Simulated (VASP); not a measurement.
Input of a VASP 6.6.1 run:

File INCAR:

```
SYSTEM = Se
PREC     = Accurate       ! precision mode
ENCUT    = 600            ! plane-wave cutoff, eV
EDIFF    = 1E-6           ! SCF threshold, eV
ISMEAR   = -1             ! smearing method
SIGMA    = 0.01           ! smearing width, eV
LREAL    = .FALSE.        ! projectors in reciprocal space
LASPH    = .TRUE.         ! aspherical terms in the spheres
NELM     = 60             ! most SCF steps
ALGO     = Normal         ! electronic algorithm
ISIF     = 3              ! what is computed and relaxed
LWAVE    = .FALSE.        ! write WAVECAR
LCHARG   = .FALSE.        ! write CHGCAR
GGA      = PE             ! functional
IBRION   = 2              ! ionic algorithm
NSW      = 80             ! ionic steps
EDIFFG   = -0.03          ! ionic threshold
PSTRESS  = 600.0
```

Contents of KPOINTS:

```
regular mesh
0
G
  5 5 5
  0 0 0
```

POSCAR

```
Se
1.0
    0.0000000000      3.0100000000      3.0100000000
    3.0100000000      0.0000000000      3.0100000000
    3.0100000000      3.0100000000      0.0000000000
Se
2
Direct
    0.0000000000      0.0000000000      0.0000000000
    0.2500000000      0.2500000000      0.2500000000
```

Potentials or basis: VASP PAW PBE potentials, release 64 (Se).

Command:

```sh
$ cat potpaw_PBE.64/Se/POTCAR > POTCAR
$ mpirun -np 1 vasp_std > vasp.out
```

Problem. What does it give for the band gap on the k mesh?

Solution. Zero (band 6 reaches 7.78 eV, above the bottom of band 7 at 5.89 eV).

Problem. Estimate the relaxed volume.

Solution. 18.75 Å³/atom.

Problem. Predict the relaxed cell.

Solution. a = 3.757 Å, b = 3.757 Å, c = 3.757 Å, α = 60.00°, β = 60.00°, γ = 60.00°.

The path:
```tsv
step	energy change (eV)	largest force (eV/Å)	pressure (GPa)	volume (Å³)
1	0.0000	0.0000	7.93	54.54
2	103.2509	0.0000	3378.67	10.23
3	0.3892	0.0000	16.59	49.32
4	0.8399	0.0000	25.19	45.82
5	3.1726	0.0000	63.62	36.94
6	2.9260	0.0000	59.53	37.59
7	3.0381	0.0000	61.39	37.29
8	2.7617	0.0000	56.89	38.04
9	2.9549	0.0000	60.01	37.51
```

Caveat: the k points lie up to 0.41 Å⁻¹ apart in the final cell; the cell is relaxed towards a set pressure, so the enthalpy falls and the energy may rise; the volume moved by over 15 % at a fixed basis, so the end points are rough.
